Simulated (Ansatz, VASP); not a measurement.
## One calculation of CdSe, two programs

```
CELL_PARAMETERS angstrom
3.53310 0.00000 0.00000
0.00000 3.53310 0.00000
0.00000 0.00000 3.53310
ATOMIC_POSITIONS crystal
Cd 0.00000 0.00000 0.00000
Se 0.50000 0.50000 0.50000
```

Alike in both runs: task single point; functional PBEsol; k mesh 6 × 6 × 6; occupations fermi-dirac, width 0.02 eV; no spin polarisation.

|  | VASP | Ansatz |
| --- | --- | --- |
| version | VASP 6.6.1 | Ansatz 0.2.0 |
| potentials or method | VASP PAW PBE potentials, release 64 (Cd, Se) | plane waves, PAW |
| plane-wave cutoff (eV) | 520 | 420 |
| valence electrons in the cell | 18 | 36 |

|  | VASP | Ansatz | Ansatz less VASP |
| --- | --- | --- | --- |
| pressure (GPa) | -2.5 | -2.8 | -0.31 |

VASP's potentials were made for PBE, not for PBEsol. VASP's potentials hold 18 valence electrons a cell and Ansatz's 36, so a difference there can come from the potentials and not from the codes.
